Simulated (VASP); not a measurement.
**GaP: single point with PBE**

GaP:

```
Ga P
1.0
     0.00000    2.66746    2.66746
     2.66746    0.00000    2.66746
     2.66746    2.66746    0.00000
Ga P
1 1
Direct
  0.00000 0.00000 0.00000
  0.25000 0.25000 0.25000
```

This cell differs from its parent crystal: volume scaled by 0.91.

```
Program                : VASP 6.6.1
Task                   : single point
Functional             : PBE
Potentials or basis    : VASP PAW PBE potentials, release 64 (Ga_d, P)
Cutoff                 : 500 eV
k mesh                 : 8 × 8 × 8
Occupations            : gaussian, width 0.02 eV
Spin                   : no spin polarisation
Dipole correction      : no
Further INCAR settings : ALGO = Normal; EDIFF = 1e-06; NBANDS = 16
```

```
Pressure               : 8.9 GPa
Band gap on the k mesh : 1.51 eV, indirect (least direct gap 2.37 eV)
```

Levels at points of the mesh, in eV from the valence-band top:
```
           k point  band 7  band 8  band 9  band 10  band 11  band 12
(0.00, 0.00, 0.00)    0.00    0.00    0.00     2.37     3.87     3.87
(0.50, 0.00, 0.00)   -7.02   -1.22   -1.22     1.87     4.70     4.70
(0.50, 0.50, 0.00)   -7.07   -2.91   -2.91     1.51     1.75    11.08
```

Wall time 37 s on 1 thread of AMD EPYC 7R13, with other jobs on the host, peak memory 0.13 GiB.

 A k mesh can miss the band edges.
